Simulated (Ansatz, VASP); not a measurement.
## InReS4: VASP beside Ansatz

```
In Re S
1.0
     4.20895    0.00000    0.00000
     0.00000    4.20895    0.00000
     0.00000    0.00000    6.32884
In Re S
1 1 4
Direct
  0.00000 0.00000 0.00000
  0.50000 0.50000 0.50000
  0.50000 0.00000 0.71678
  0.00000 0.50000 0.28322
  0.50000 0.00000 0.28322
  0.00000 0.50000 0.71678
```

Change from the starting cell: species swapped into the NbVH4 type (P4/mmm, No. 123).

Alike in both runs: functional PBE; k mesh 10 × 10 × 6; occupations gaussian, width 0.1 eV; no spin polarisation.

Ansatz relaxed the structure, and its values are those at the end. VASP's run is a single point on that final structure, the one shown.

|  | VASP | Ansatz |
| --- | --- | --- |
| version | VASP 6.6.1 | Ansatz 0.2.0 |
| potentials or method | VASP PAW PBE potentials, release 64 (In_d, Re, S), cutoff 520 eV | scalar-relativistic, plane waves, PAW |
| valence electrons in the cell | 44 | 52 |

|  | VASP | Ansatz | Ansatz less VASP |
| --- | --- | --- | --- |
| gap on the k mesh at the Fermi level (eV) | none | none | - |
| pressure (GPa) | 0.0 | 0.0 | -0.03 |
| rms of the force components (eV/Å) | 0.004 | 0.001 | -0.0040 |

A gap of «none» marks a metal or a gap that the smearing closes. VASP's potentials hold 44 valence electrons a cell and Ansatz's 52, so a difference there can come from the potentials and not from the codes.

Neither program's run includes spin-orbit coupling.
